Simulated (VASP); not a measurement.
# GaSb (I-43m) in VASP: notebook

The runs below take GaSb through single point, relaxation of cell and atoms, with PBE.

Everything below comes from runs of VASP 6.6.1. Logs are shortened: lines on timing, memory, paths and dates and some standing lists are left out, and cuts for length are marked.

### 1 The cell of the first run

Symmetry: I-43m, No. 217, cubic system. Conventional cell: a = 8.539 Å, b = 8.539 Å, c = 8.539 Å, α = 90.00°, β = 90.00°, γ = 90.00°. Within 3.5 Å of Ga (site symmetry 3m) lie 4 Sb at 2.66 to 2.73 Å. Within 3.5 Å of Sb (site symmetry 3m) lie 4 Ga at 2.66 to 2.73 Å.

The cell was generated, and may not be a known phase.

### 2 Single point, PBE

INCAR reads:

```
SYSTEM = GaSb
PREC = Accurate
ENCUT = 520
EDIFF = 1E-6
ISMEAR = 0
SIGMA = 0.1
LREAL = .FALSE.
LASPH = .TRUE.
NELM = 100
ALGO = Normal
ISIF = 2
LWAVE = .FALSE.
LCHARG = .FALSE.
GGA = PE
NBANDS = 46
```

KPOINTS reads:

```
Automatic mesh
0
G
  6 6 6
  0 0 0
```

POSCAR reads:

```
GaSb
1.0
   -4.2697069897      4.2697069897      4.2697069897
    4.2697069897     -4.2697069897      4.2697069897
    4.2697069897      4.2697069897     -4.2697069897
Ga Sb
4 4
Direct
    0.3117437911      0.3117437911      0.3117437911
    0.0000000000      0.0000000000      0.6882562089
    0.0000000000      0.6882562089      0.0000000000
    0.6882562089      0.0000000000      0.0000000000
    0.6717041784      0.6717041784      0.6717041784
    0.0000000000      0.0000000000      0.3282958216
    0.0000000000      0.3282958216      0.0000000000
    0.3282958216      0.0000000000      0.0000000000
```

Potentials or basis: VASP PAW PBE potentials, release 64 (Ga_d, Sb).

Command:

```console
cat potpaw_PBE.64/Ga_d/POTCAR potpaw_PBE.64/Sb/POTCAR > POTCAR
mpirun -np 1 vasp_std > vasp.out
```

OUTCAR:

```text
SYSTEM = GaSb
   PREC = Accurate
   ENCUT = 520
   EDIFF = 1E-6
   ISMEAR = 0
   LREAL = .FALSE.
   LASPH = .TRUE.
   NELM = 100
   ISIF = 2
   GGA = PE

 ion  position               nearest neighbor table
   1  0.312  0.312  0.312-   5 2.66   6 2.73   7 2.73   8 2.73
   2  0.000  0.000  0.688-   6 2.66   5 2.73   7 2.73   8 2.73
   3  0.000  0.688  0.000-   7 2.66   6 2.73   5 2.73   8 2.73
   4  0.688  0.000  0.000-   8 2.66   6 2.73   7 2.73   5 2.73
   5  0.672  0.672  0.672-   1 2.66   2 2.73   3 2.73   4 2.73
   6  0.000  0.000  0.328-   2 2.66   1 2.73   3 2.73   4 2.73
   7  0.000  0.328  0.000-   3 2.66   2 2.73   1 2.73   4 2.73
   8  0.328  0.000  0.000-   4 2.66   2 2.73   3 2.73   1 2.73

  LATTYP: Found a body centered cubic cell.
 ALAT       =     8.5394139794

  Lattice vectors:

 A1 = (  -4.2697069897,   4.2697069897,   4.2697069897)
 A2 = (   4.2697069897,  -4.2697069897,   4.2697069897)
 A3 = (   4.2697069897,   4.2697069897,  -4.2697069897)

Analysis of symmetry for initial positions (statically):
=====================================================================
 Subroutine PRICEL returns:
 Original cell was already a primitive cell.

 Routine SETGRP: Setting up the symmetry group for a
 body centered cubic supercell.

 Subroutine GETGRP returns: Found 24 space group operations
 (whereof 24 operations were pure point group operations)
 out of a pool of 48 trial point group operations.

The static configuration has the point symmetry T_d .

Analysis of symmetry for dynamics (positions and initial velocities):
=====================================================================
 Subroutine PRICEL returns:
 Original cell was already a primitive cell.

 Routine SETGRP: Setting up the symmetry group for a
 body centered cubic supercell.

 Subroutine GETGRP returns: Found 24 space group operations
 (whereof 24 operations were pure point group operations)
 out of a pool of 48 trial point group operations.

The dynamic configuration has the point symmetry T_d .

 Subroutine INISYM returns: Found 24 space group operations
 (whereof 24 operations are pure point group operations),
 and found     1 'primitive' translations

----------------------------------------------------------------------------------------

                                     Primitive cell

  volume of cell :     311.3538

  direct lattice vectors                    reciprocal lattice vectors
    -4.269706990  4.269706990  4.269706990     0.000000000  0.117104054  0.117104054
     4.269706990 -4.269706990  4.269706990     0.117104054  0.000000000  0.117104054
     4.269706990  4.269706990 -4.269706990     0.117104054  0.117104054  0.000000000

  length of vectors
     7.395349440  7.395349440  7.395349440     0.165610142  0.165610142  0.165610142

  position of ions in fractional coordinates (direct lattice)
     0.311743791  0.311743791  0.311743791
     0.000000000  0.000000000  0.688256209
     0.000000000  0.688256209  0.000000000
     0.688256209  0.000000000  0.000000000
     0.671704178  0.671704178  0.671704178
     0.000000000  0.000000000  0.328295822
     0.000000000  0.328295822  0.000000000
     0.328295822  0.000000000  0.000000000

  ion indices of the primitive-cell ions
   primitive index   ion index
                 1           1
                 2           2
                 3           3
                 4           4
                 5           5
                 6           6
                 7           7
                 8           8

----------------------------------------------------------------------------------------

 KPOINTS: Automatic mesh

Automatic generation of k-mesh.
 Grid dimensions read from file:
 generate k-points for:    6    6    6

 Generating k-lattice:

  Cartesian coordinates                     Fractional coordinates (reciprocal lattice)
     0.000000000  0.019517342  0.019517342     0.166666667  0.000000000  0.000000000
     0.019517342  0.000000000  0.019517342     0.000000000  0.166666667  0.000000000
     0.019517342  0.019517342  0.000000000     0.000000000  0.000000000  0.166666667

  Length of vectors
     0.027601690  0.027601690  0.027601690

  Shift w.r.t. Gamma in fractional coordinates (k-lattice)
     0.000000000  0.000000000  0.000000000

 Subroutine IBZKPT returns following result:
 ===========================================

 Found     16 irreducible k-points:

 Following reciprocal coordinates:
            Coordinates               Weight
  0.000000  0.000000  0.000000      1.000000
  0.166667  0.000000  0.000000     12.000000
  0.333333  0.000000  0.000000     12.000000
  0.500000  0.000000  0.000000      6.000000
  0.166667  0.166667  0.000000     24.000000
  0.333333  0.166667  0.000000     48.000000
[... 8 lines left out ...]
  0.500000  0.500000  0.333333     12.000000
  0.500000  0.500000  0.500000      1.000000
   k-points           NKPTS =     16   k-points in BZ     NKDIM =     16   number of bands    NBANDS=     46
   number of dos      NEDOS =    301   number of ions     NIONS =      8
   total plane-waves  NPLWV = 175616
   dimension x,y,z NGX =    56 NGY =   56 NGZ =   56
   dimension x,y,z NGXF=   112 NGYF=  112 NGZF=  112
   ions per type =               4   4
   NGX,Y,Z   is equivalent  to a cutoff of  12.59, 12.59, 12.59 a.u.
   NGXF,Y,Z  is equivalent  to a cutoff of  25.18, 25.18, 25.18 a.u.
 SYSTEM =  GaSb
   PREC   = accura    normal or accurate (medium, high low for compatibility)
   ISTART =      0    job   : 0-new  1-cont  2-samecut
   ICHARG =      2    charge: 1-file 2-atom 10-const
   ISPIN  =      1    spin polarized calculation?
   LNONCOLLINEAR =      F non collinear calculations
   LSORBIT =      F    spin-orbit coupling
   LASPH  =      T    aspherical Exc in radial PAW
   ENCUT  =  520.0 eV  38.22 Ry    6.18 a.u.  13.75 13.75 13.75*2*pi/ulx,y,z
   NELM   =    100;   NELMIN=  2; NELMDL= -5     # of ELM steps
   EDIFF  = 0.1E-05   stopping-criterion for ELM
   LREAL  =      F    real-space projection
   EDIFFG = 0.1E-04   stopping-criterion for IOM
   NSW    =      0    number of steps for IOM
   IBRION =     -1    ionic relax: 0-MD 1-quasi-New 2-CG
   NFREE  =      0    steps in history (QN), initial steepest desc. (CG)
   ISIF   =      2    stress and relaxation
   ISYM   =      2    0-nonsym 1-usesym 2-fastsym
   POTIM  = 0.5000    time-step for ionic-motion
   TEBEG  =    0.0;   TEEND  =   0.0 temperature during run
   PSTRESS=    0.0 pullay stress
   NELECT =      72.0000    total number of electrons
   NUPDOWN=      -1.0000    fix difference up-down
   EMIN   =  10.00;   EMAX   =-10.00  energy-range for DOS
   EFERMI =   0.00;   METHOD = LEGACY
   ISMEAR =     0;   SIGMA  =   0.10  broadening in eV -4-tet -1-fermi 0-gaus
   EFERMI_NEDOS =   21; number of points for ismear=-14 and -15
   IALGO  =     38    algorithm
   IMIX   =      4    mixing-type and parameters
     AMIX     =   0.40;   BMIX     =  1.00
     AMIX_MAG =   1.60;   BMIX_MAG =  1.00
  volume/ion in A,a.u.               =      38.92       262.64
  Fermi-wavevector in a.u.,A,eV,Ry     =   1.004849  1.898890 13.738103  1.009722
  Thomas-Fermi vector in A             =   2.137491
   LORBIT       =      0    0 simple, 1 ext, 2 COOP (PROOUT), +10 PAW based schemes
   GGA     = PE    functional components
   LHFCALC =     F    Hartree Fock is set to
   AEXX    =    0.0000 exact exchange contribution
   IVDW    =     0    specifies the selected vdW correction
   LEPSILON=     F    determine dielectric tensor
   LRPA    =     F    only Hartree local field effects (RPA)
 non-spin polarized calculation
 Gauss-broadening in eV      SIGMA  =   0.10
  energy-cutoff  :      520.00
  volume of cell :      311.35
 maximum number of plane-waves:      8440
   NGX = 27   NGY = 27   NGZ = 27

 number of electron      72.0000052 magnetization

 Free energy of the ion-electron system (eV)
  ---------------------------------------------------
  ext. energy  EPLUGINS =         0.00000000
  ---------------------------------------------------
  free energy    TOTEN  =       -27.74910063 eV

  energy without entropy =      -27.74812012  energy(sigma->0) =      -27.74861038

 E-fermi :   2.2576     XC(G=0):  -7.4200

 val. band max:        2.2146050441   @ k =   0.5000   0.5000   0.5000
 cond. band min:       2.7262735041   @ k =   0.3333   0.1667   0.1667
 fundamental gap:      0.5116684600
 Fermi energy:         2.2575758526

 k-point     1 :       0.0000    0.0000    0.0000
  band No.  band energies     occupation
      1     -12.5805      2.00000
      2     -12.5805      2.00000
      3     -12.5805      2.00000
      4     -12.5666      2.00000
      5     -12.5547      2.00000
      6     -12.5547      2.00000
[... 38 lines left out ...]
     45       6.3931      0.00000
     46       6.3931      0.00000

 k-point     2 :       0.1667    0.0000    0.0000
  band No.  band energies     occupation
      1     -12.5852      2.00000
      2     -12.5820      2.00000
      3     -12.5803      2.00000
      4     -12.5647      2.00000
      5     -12.5546      2.00000
      6     -12.5533      2.00000
[... 38 lines left out ...]
     45       6.4028      0.00000
     46       6.5625      0.00000

 k-point     3 :       0.3333    0.0000    0.0000
  band No.  band energies     occupation
      1     -12.5896      2.00000
      2     -12.5857      2.00000
      3     -12.5798      2.00000
      4     -12.5643      2.00000
      5     -12.5543      2.00000
      6     -12.5515      2.00000
[... 38 lines left out ...]
     45       6.7080      0.00000
     46       6.8934      0.00000

 k-point     4 :       0.5000    0.0000    0.0000
  band No.  band energies     occupation
      1     -12.5901      2.00000
      2     -12.5886      2.00000
      3     -12.5795      2.00000
      4     -12.5643      2.00000
      5     -12.5541      2.00000
      6     -12.5509      2.00000
[... 528 lines left out ...]
     45       6.5249      0.00000
     46       6.5249      0.00000

 k-point    15 :       0.5000    0.5000    0.3333
  band No.  band energies     occupation
      1     -12.5887      2.00000
      2     -12.5872      2.00000
      3     -12.5861      2.00000
      4     -12.5760      2.00000
      5     -12.5436      2.00000
      6     -12.5417      2.00000
[... 38 lines left out ...]
     45       5.7931      0.00000
     46       6.2785      0.00000

 k-point    16 :       0.5000    0.5000    0.5000
  band No.  band energies     occupation
      1     -12.5867      2.00000
      2     -12.5867      2.00000
      3     -12.5867      2.00000
      4     -12.5815      2.00000
      5     -12.5400      2.00000
      6     -12.5400      2.00000
[... 38 lines left out ...]
     45       5.8559      0.00000
     46       5.8559      0.00000

------------------------ aborting loop because EDIFF is reached ----------------------------------------

  FORCE on cell =-STRESS in cart. coord.  units (eV):
  Direction    XX          YY          ZZ          XY          YZ          ZX
  --------------------------------------------------------------------------------------
  -------------------------------------------------------------------------------------
  Total        0.1070730      0.1070730      0.1070730      0.0000000     -0.0000000      0.0000000
  in kB        0.5509805      0.5509805      0.5509805      0.0000000     -0.0000000      0.0000000
  external PRESSURE =       0.5509805 kB  Pullay stress =       0.0000000 kB

 VOLUME and BASIS-vectors are now :
 -----------------------------------------------------------------------------
  energy-cutoff  :      520.00
  volume of cell :      311.35
      direct lattice vectors                 reciprocal lattice vectors
    -4.269706990  4.269706990  4.269706990     0.000000000  0.117104054  0.117104054
     4.269706990 -4.269706990  4.269706990     0.117104054  0.000000000  0.117104054
     4.269706990  4.269706990 -4.269706990     0.117104054  0.117104054  0.000000000

 POSITION                                       TOTAL-FORCE (eV/Angst)
 -----------------------------------------------------------------------------------
      1.33105      1.33105      1.33105         0.002669      0.002669      0.002669
      2.93865      2.93865     -2.93865        -0.002669     -0.002669      0.002669
      2.93865     -2.93865      2.93865        -0.002669      0.002669     -0.002669
     -2.93865      2.93865      2.93865         0.002669     -0.002669     -0.002669
      2.86798      2.86798      2.86798        -0.001716     -0.001716     -0.001716
      1.40173      1.40173     -1.40173         0.001716      0.001716     -0.001716
      1.40173     -1.40173      1.40173         0.001716     -0.001716      0.001716
     -1.40173      1.40173      1.40173        -0.001716      0.001716      0.001716
 -----------------------------------------------------------------------------------
    total drift:                                0.000009      0.000009      0.000012

  FREE ENERGIE OF THE ION-ELECTRON SYSTEM (eV)
  ---------------------------------------------------
  free  energy   TOTEN  =       -27.7491006294 eV

  energy  without entropy=      -27.7481201210  energy(sigma->0) =      -27.74861038
```

Run time: 8.6 min. Hardware: 1 thread of Intel Xeon 8259CL, shared host; peak memory 0.52 GiB.

What came out:

```
Free energy            : -27.7491 eV
Pressure               : 0.1 GPa
Largest force          : 0.005 eV/Å
Band gap on the k mesh : zero (bands 36 and 37 overlap by 0.11 eV)
```

Forces in eV/Å, atoms in the order of the input:
```
Ga   0.003  0.003  0.003
Ga  -0.003 -0.003  0.003
Ga  -0.003  0.003 -0.003
Ga   0.003 -0.003 -0.003
Sb  -0.002 -0.002 -0.002
Sb   0.002  0.002 -0.002
Sb   0.002 -0.002  0.002
Sb  -0.002  0.002  0.002
```

Caveat: semilocal functionals underestimate gaps, and a narrow one can read as zero; spin-orbit coupling is left out, which moves the levels of the heavy elements.

### 3 Relaxation of cell and atoms, PBE

This run uses another cell than the first one, of 34.20 Å³/atom.

INCAR reads:

```
  ALGO = Normal
  EDIFF = 1E-7
  EDIFFG = -0.04
  ENCUT = 600
  GGA = PE
  IBRION = 2
  ISIF = 3
  ISMEAR = 0
  LASPH = T
  LCHARG = F
  LREAL = F
  LWAVE = F
  NELM = 60
  NSW = 90
  PREC = Accurate
  SIGMA = 0.1
```

KPOINTS reads:

```
k-points
0
Gamma
  4 4 4
```

POSCAR reads:

```
GaSb
1.0
   -4.0895228700      4.0895228700      4.0895228700
    4.0895228700     -4.0895228700      4.0895228700
    4.0895228700      4.0895228700     -4.0895228700
Ga Sb
4 4
Direct
    0.3171980400      0.3171980400      0.3171980400
    0.0000000000      0.0000000000      0.6828019600
    0.0000000000      0.6828019600      0.0000000000
    0.6828019600      0.0000000000      0.0000000000
    0.6828019600      0.6828019600      0.6828019600
    0.0000000000      0.0000000000      0.3171980400
    0.0000000000      0.3171980400      0.0000000000
    0.3171980400      0.0000000000      0.0000000000
```

Potentials or basis: VASP PAW PBE potentials, release 64 (Ga_d, Sb).

Command:

```console
cat potpaw_PBE.64/Ga_d/POTCAR potpaw_PBE.64/Sb/POTCAR > POTCAR
mpirun -np 1 vasp_std > vasp.out
```

It took 40 min on 1 thread of Intel Xeon 8259CL, shared host; peak memory 0.58 GiB.

The run converged. Its results:

```
Free energy                           : -27.7419 eV
Relaxed volume                        : 39.08 Å³/atom
Relaxed cell                          : a = 7.405 Å, b = 7.405 Å, c = 7.405 Å, α = 109.47°, β = 109.47°, γ = 109.47°
Space group after relaxing (to 0.1 Å) : I-43m (No. 217)
Energy gained by relaxing             : 104.8 meV/atom
Ionic steps                           : 10
Pressure after relaxing               : 0.0 GPa
Largest force after relaxing          : 0.036 eV/Å
Band gap on the k mesh                : zero (bands 36 and 37 overlap by 0.11 eV)
```

Forces in eV/Å, atoms in the order of the input:
```
Ga  -0.021 -0.021 -0.021
Ga   0.021  0.021 -0.021
Ga   0.021 -0.021  0.021
Ga  -0.021  0.021  0.021
Sb   0.012  0.012  0.012
Sb  -0.012 -0.012  0.012
Sb  -0.012  0.012 -0.012
Sb   0.012 -0.012 -0.012
```

Step by step:
```tsv
step	energy change (eV)	largest force (eV/Å)	pressure (GPa)	volume (Å³)
1	0.0000	1.5422	6.42	273.58
2	-0.5869	0.7546	-1.83	331.52
3	-0.7990	0.3410	0.28	308.80
4	-0.8184	0.1695	0.00	312.23
5	-0.8209	0.1066	-0.11	313.93
6	-0.8253	0.1127	-0.03	313.11
7	-0.8323	0.1321	0.23	310.66
8	-0.8354	0.0814	0.14	311.33
9	-0.8379	0.0484	-0.06	312.71
10	-0.8383	0.0360	-0.03	312.62
```

Final structure:
```
Ga Sb
1.0
    -4.27550    4.27550    4.27550
     4.27550   -4.27550    4.27550
     4.27550    4.27550   -4.27550
Ga Sb
4 4
Direct
  0.31281 0.31281 0.31281
  0.00000 0.00000 0.68719
  0.00000 0.68719 0.00000
  0.68719 0.00000 0.00000
  0.67222 0.67222 0.67222
  0.00000 0.00000 0.32778
  0.00000 0.32778 0.00000
  0.32778 0.00000 0.00000
```

Levels at points of the mesh, in eV from the Fermi level:
```tsv
k point	band 34	band 35	band 36	band 37	band 38	band 39
(0.00, 0.00, 0.00)	-0.49	-0.15	-0.15	-0.15	1.40	1.40
(0.50, 0.00, 0.00)	-0.98	-0.72	-0.59	1.22	1.46	1.96
(0.50, 0.50, 0.50)	-0.03	-0.03	-0.03	0.92	1.75	1.75
```

Caveat: semilocal functionals underestimate gaps, and a narrow one can read as zero; spin-orbit coupling is left out, which moves the levels of the heavy elements.

(Part 1 of 2 ends here.)

The gap in the log of VASP goes by the Fermi energy; the results here count the filled bands.